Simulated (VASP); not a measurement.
# ZnS (rocksalt type) (Fm-3m) in VASP: notebook, part 2 of 2

VASP 6.6.1. The steps go on from the part before.

## (3) Single point, PBE (volume scaled by 0.88)

The input, INCAR:

```
SYSTEM = ZnS
  ALGO = Normal
  EDIFF = 1E-7
  ENCUT = 520
  GGA = PE
  ISIF = 2
  ISMEAR = -1
  LASPH = .TRUE.
  LCHARG = .FALSE.
  LREAL = .FALSE.
  LWAVE = .FALSE.
  NBANDS = 16
  NELM = 80
  PREC = Accurate
  SIGMA = 0.08
```

The input, KPOINTS:

```
k-points
0
G
  14 14 14
  0 0 0
```

The input, POSCAR:

```
ZnS
1.0
    0.0000000000      2.4453110623      2.4453110623
    2.4453110623      0.0000000000      2.4453110623
    2.4453110623      2.4453110623      0.0000000000
Zn S
1 1
Direct
    0.0000000000      0.0000000000      0.0000000000
    0.5000000000      0.5000000000      0.5000000000
```

Potentials or basis: VASP PAW PBE potentials, release 64 (Zn, S).

On the command line:

```console
$ cat potpaw_PBE.64/Zn/POTCAR potpaw_PBE.64/S/POTCAR > POTCAR
$ mpirun -np 1 vasp_std > vasp.out
```

Wall time 25 s (1 thread of Intel Xeon 6975P-C (Granite Rapids), shared host); peak memory 0.18 GiB.

The run converged. Its results:

```
Free energy            : -6.0488 eV
Pressure               : 15.0 GPa
Band gap on the k mesh : zero (band 9 reaches 5.25 eV, above the bottom of band 10 at 4.92 eV)
```

Levels at points of the mesh, in eV from the Fermi level:
| k point | band 5 | band 6 | band 7 | band 8 | band 9 | band 10 | band 11 | band 12 | band 13 | band 14 |
| --- | --- | --- | --- | --- | --- | --- | --- | --- | --- | --- |
| (0.00, 0.00, 0.00) | -6.71 | -6.71 | -0.88 | -0.88 | -0.88 | 2.65 | 8.87 | 8.87 | 8.87 | 12.24 |
| (0.50, 0.00, 0.00) | -6.48 | -6.48 | -5.79 | -0.19 | -0.19 | 3.73 | 5.32 | 5.32 | 8.44 | 13.95 |
| (0.50, 0.50, 0.00) | -6.41 | -6.27 | -5.84 | -3.15 | -3.15 | -0.43 | 4.98 | 12.86 | 13.34 | 13.34 |

## (4) Single point, PBE (volume scaled by 0.88)

The input, INCAR:

```
PREC = Accurate
ENCUT = 520
EDIFF = 1E-6
ISMEAR = -1
SIGMA = 0.08
LREAL = False
LASPH = True
NELM = 60
ALGO = Normal
ISIF = 2
LWAVE = False
LCHARG = True
GGA = PE
LELF = True
LVHAR = True
NBANDS = 16
```

The input, KPOINTS:

```
Automatic mesh
0
Gamma
  14 14 14
```

POSCAR is that of step 3.

Potentials or basis: VASP PAW PBE potentials, release 64 (Zn, S).

On the command line:

```console
$ cat potpaw_PBE.64/Zn/POTCAR potpaw_PBE.64/S/POTCAR > POTCAR
$ mpirun -np 1 vasp_std > vasp.out
```

OUTCAR:

```text
PREC = Accurate
   ENCUT = 520
   EDIFF = 1E-6
   ISMEAR = -1
   LREAL = False
   LASPH = True
   NELM = 60
   ISIF = 2
   GGA = PE

 ion  position               nearest neighbor table
   1  0.000  0.000  0.000-   2 2.45   2 2.45   2 2.45   2 2.45   2 2.45   2 2.45
   2  0.500  0.500  0.500-   1 2.45   1 2.45   1 2.45   1 2.45   1 2.45   1 2.45

  LATTYP: Found a face centered cubic cell.
 ALAT       =     4.8906221246

  Lattice vectors:

[... 642 lines left out ...]

------------------------ aborting loop because EDIFF is reached ----------------------------------------

  FORCE on cell =-STRESS in cart. coord.  units (eV):
  Direction    XX          YY          ZZ          XY          YZ          ZX
  --------------------------------------------------------------------------------------
  -------------------------------------------------------------------------------------
  Total        2.7320058      2.7320058      2.7320058      0.0000000      0.0000000      0.0000000
  in kB      149.6786550    149.6786550    149.6786550      0.0000000      0.0000000      0.0000000
  external PRESSURE =     149.6786550 kB  Pullay stress =       0.0000000 kB

 VOLUME and BASIS-vectors are now :
 -----------------------------------------------------------------------------
  energy-cutoff  :      520.00
  volume of cell :       29.24
      direct lattice vectors                 reciprocal lattice vectors
     0.000000000  2.445311062  2.445311062    -0.204472964  0.204472964  0.204472964
     2.445311062  0.000000000  2.445311062     0.204472964 -0.204472964  0.204472964
     2.445311062  2.445311062  0.000000000     0.204472964  0.204472964 -0.204472964

 POSITION                                       TOTAL-FORCE (eV/Angst)
 -----------------------------------------------------------------------------------
      0.00000      0.00000      0.00000         0.000000     -0.000000      0.000000
      2.44531      2.44531      2.44531        -0.000000      0.000000     -0.000000
 -----------------------------------------------------------------------------------
    total drift:                               -0.000000      0.000000      0.000000

  FREE ENERGIE OF THE ION-ELECTRON SYSTEM (eV)
  ---------------------------------------------------
  free  energy   TOTEN  =        -6.0488440944 eV

  energy  without entropy=       -6.0434171605  energy(sigma->0) =       -6.04613063
```

It took 24 s on 1 thread of Intel Xeon 6975P-C (Granite Rapids), shared host; peak memory 0.18 GiB.

What came out:

```yaml
Free_energy: -6.0488 eV
Pressure: 15.0 GPa
Band_gap_on_the_k_mesh: zero (band 9 reaches 5.25 eV, above the bottom of band 10 at 4.92 eV)
```

Levels at points of the mesh, in eV from the Fermi level:
```
           k point  band 6  band 7  band 8  band 9  band 10  band 11  band 12  band 13
(0.00, 0.00, 0.00)   -6.71   -0.88   -0.88   -0.88     2.65     8.87     8.87     8.87
(0.50, 0.00, 0.00)   -6.48   -5.79   -0.19   -0.19     3.73     5.32     5.32     8.44
(0.50, 0.50, 0.00)   -6.27   -5.84   -3.15   -3.15    -0.43     4.98    12.86    13.34
```

## (5) Single point, PBE (volume scaled by 0.94)

The input, INCAR:

```
SYSTEM = ZnS
PREC     = Accurate       ! precision mode
ENCUT    = 520            ! plane-wave cutoff, eV
EDIFF    = 1E-7           ! SCF threshold, eV
ISMEAR   = -1             ! smearing method
SIGMA    = 0.08           ! smearing width, eV
LREAL    = .False.        ! projectors in reciprocal space
LASPH    = .True.         ! aspherical terms in the spheres
NELM     = 100            ! most SCF steps
ALGO     = Normal         ! electronic algorithm
ISIF     = 2              ! what is computed and relaxed
LWAVE    = .False.        ! write WAVECAR
LCHARG   = .True.         ! write CHGCAR
GGA      = PE             ! functional
LELF     = .True.         ! ELF
LVHAR    = .True.       
NBANDS   = 16             ! bands
```

The input, KPOINTS:

```
regular mesh
0
Gamma
  14 14 14
  0 0 0
```

The input, POSCAR:

```
ZnS
1.0
    0.0000000000      2.4996690121      2.4996690121
    2.4996690121      0.0000000000      2.4996690121
    2.4996690121      2.4996690121      0.0000000000
Zn S
1 1
Direct
    0.0000000000      0.0000000000      0.0000000000
    0.5000000000      0.5000000000      0.5000000000
```

Potentials or basis: VASP PAW PBE potentials, release 64 (Zn, S).

On the command line:

```console
$ cat potpaw_PBE.64/Zn/POTCAR potpaw_PBE.64/S/POTCAR > POTCAR
$ mpirun -np 1 vasp_std > vasp.out
```

OUTCAR:

```text
SYSTEM = ZnS
   PREC = Accurate
   ENCUT = 520
   EDIFF = 1E-7
   ISMEAR = -1
   LREAL = .False.
   LASPH = .True.
   NELM = 100
   ISIF = 2
   GGA = PE

 ion  position               nearest neighbor table
   1  0.000  0.000  0.000-   2 2.50   2 2.50   2 2.50   2 2.50   2 2.50   2 2.50
   2  0.500  0.500  0.500-   1 2.50   1 2.50   1 2.50   1 2.50   1 2.50   1 2.50

  LATTYP: Found a face centered cubic cell.
 ALAT       =     4.9993380242

  Lattice vectors:

[... 641 lines left out ...]
 [... further k-points ...]

------------------------ aborting loop because EDIFF is reached ----------------------------------------

  FORCE on cell =-STRESS in cart. coord.  units (eV):
  Direction    XX          YY          ZZ          XY          YZ          ZX
  --------------------------------------------------------------------------------------
  -------------------------------------------------------------------------------------
  Total        1.2380365      1.2380365      1.2380365     -0.0000000     -0.0000000      0.0000000
  in kB       63.4989466     63.4989466     63.4989466     -0.0000000     -0.0000000      0.0000000
  external PRESSURE =      63.4989466 kB  Pullay stress =       0.0000000 kB

 VOLUME and BASIS-vectors are now :
 -----------------------------------------------------------------------------
  energy-cutoff  :      520.00
  volume of cell :       31.24
      direct lattice vectors                 reciprocal lattice vectors
     0.000000000  2.499669012  2.499669012    -0.200026483  0.200026483  0.200026483
     2.499669012  0.000000000  2.499669012     0.200026483 -0.200026483  0.200026483
     2.499669012  2.499669012  0.000000000     0.200026483  0.200026483 -0.200026483

 POSITION                                       TOTAL-FORCE (eV/Angst)
 -----------------------------------------------------------------------------------
      0.00000      0.00000      0.00000        -0.000000     -0.000000     -0.000000
      2.49967      2.49967      2.49967         0.000000      0.000000      0.000000
 -----------------------------------------------------------------------------------
    total drift:                               -0.000000      0.000000      0.000000

  FREE ENERGIE OF THE ION-ELECTRON SYSTEM (eV)
  ---------------------------------------------------
  free  energy   TOTEN  =        -6.1789233640 eV

  energy  without entropy=       -6.1733991991  energy(sigma->0) =       -6.17616128
```

Run time: 22 s. Hardware: 1 thread of Intel Xeon 6975P-C (Granite Rapids), shared host; peak memory 0.18 GiB.

What came out:

```
Free energy            : -6.1789 eV
Pressure               : 6.3 GPa
Band gap on the k mesh : zero (band 9 reaches 4.47 eV, above the bottom of band 10 at 4.17 eV)
```

## (6) Summary

```tsv
cell	gap on the mesh (eV)	pressure (GPa)
a = 3.350 Å, angles 60.0°, 2 atoms	none	32.2
a = 3.458 Å, angles 60.0°, 2 atoms	none	15.0
a = 3.535 Å, angles 60.0°, 2 atoms	none	6.3
```

Alike in all rows: task single point; level PBE; potentials or basis VASP PAW PBE potentials, release 64 (Zn, S); no spin polarisation; k mesh 14 × 14 × 14; cutoff (eV) 520; smearing fermi-dirac 0.08 eV.

Total energies depend on the potentials used, so only differences within one code and one set of settings carry meaning.
